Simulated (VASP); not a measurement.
**Te2Mo: relaxation of cell and atoms with PBE+D3(BJ)**

Te2Mo:

```
Te Mo
1.0
     3.51820    0.00000    0.00000
    -1.75910    3.04685    0.00000
     0.00000    0.00000   13.97360
Te Mo
4 2
Direct
  0.33333 0.66667 0.62100
  0.66667 0.33333 0.12100
  0.33333 0.66667 0.87900
  0.66667 0.33333 0.37900
  0.33333 0.66667 0.25000
  0.66667 0.33333 0.75000
```

| Quantity | Value |
| --- | --- |
| Program | VASP 6.6.1 |
| Task | relaxation of cell and atoms |
| Functional | PBE |
| Dispersion | D3(BJ) |
| Potentials or basis | VASP PAW PBE potentials, release 64 (Te, Mo_sv) |
| Cutoff | 600 eV |
| k mesh | 12 × 12 × 2 |
| Occupations | fermi-dirac, width 0.02 eV |
| Spin | no spin polarisation |
| Dipole correction | no |
| Further INCAR settings | ALGO = Normal; EDIFF = 1e-07; IBRION = 2; EDIFFG = -0.005; NSW = 80; ISIF = 3 |

```json
{
  "Relaxed volume": "24.14 Å³/atom",
  "Relaxed cell": "a = 3.495 Å, b = 3.495 Å, c = 13.693 Å, α = 90.00°, β = 90.00°, γ = 120.00°",
  "Space group after relaxing (to 0.05 Å)": "P6_3/mmc (No. 194)",
  "Energy gained by relaxing": "4.2 meV/atom",
  "Ionic steps": "10",
  "Pressure after relaxing": "0.0 GPa",
  "Band gap on the k mesh": "0.64 eV, indirect (least direct gap 1.03 eV)",
  "Dispersion energy per atom": "-0.555 eV"
}
```

Step by step:
| step | energy change (eV) | largest force (eV/Å) | pressure (GPa) | volume (Å³) |
| --- | --- | --- | --- | --- |
| 1 | 0.0000 | 0.1797 | -0.54 | 149.79 |
| 2 | -0.0099 | 0.1686 | 0.09 | 147.97 |
| 3 | -0.0109 | 0.1645 | 0.34 | 147.24 |
| 4 | -0.0141 | 0.0455 | -0.59 | 147.40 |
| 5 | -0.0144 | 0.0054 | -0.36 | 147.36 |
| 6 | -0.0192 | 0.0024 | -0.28 | 146.67 |
| 7 | -0.0251 | 0.0065 | -0.05 | 145.13 |
| 8 | -0.0254 | 0.0107 | 0.03 | 144.67 |
| 9 | -0.0254 | 0.0102 | 0.02 | 144.72 |
| 10 | -0.0254 | 0.0010 | 0.01 | 144.83 |

Final structure:
```xyz
6
Lattice="3.4948 0.0000 0.0000 -1.7474 3.0266 0.0000 0.0000 0.0000 13.6930" Properties=species:S:1:pos:R:3 pbc="T T T"
Te    0.0000    2.0177    8.4513
Te    1.7474    1.0089    1.6048
Te    0.0000    2.0177   12.0882
Te    1.7474    1.0089    5.2417
Mo    0.0000    2.0177    3.4232
Mo    1.7474    1.0089   10.2697
```

Levels at points of the mesh, in eV from the valence-band top:
```
           k point  band 23  band 24  band 25  band 26  band 27  band 28  band 29  band 30
(0.00, 0.00, 0.00)    -1.01    -1.01    -0.17     0.00     2.88     2.88     3.06     3.06
(0.50, 0.00, 0.00)    -1.10    -1.04    -0.66    -0.25     1.27     1.34     1.41     1.82
(0.00, 0.00, 0.50)    -1.03    -1.03    -0.04    -0.04     2.92     2.92     2.92     2.92
(0.50, 0.00, 0.50)    -1.04    -1.04    -0.46    -0.46     1.29     1.29     1.64     1.64
```

Wall time 15 min on 1 thread of Intel(R) Xeon(R) 6975P-C (Granite Rapids) (shared host), peak memory 0.42 GiB.

Caveat: spin-orbit coupling is left out, which moves the levels of the heavy elements. A k mesh can miss the band edges.
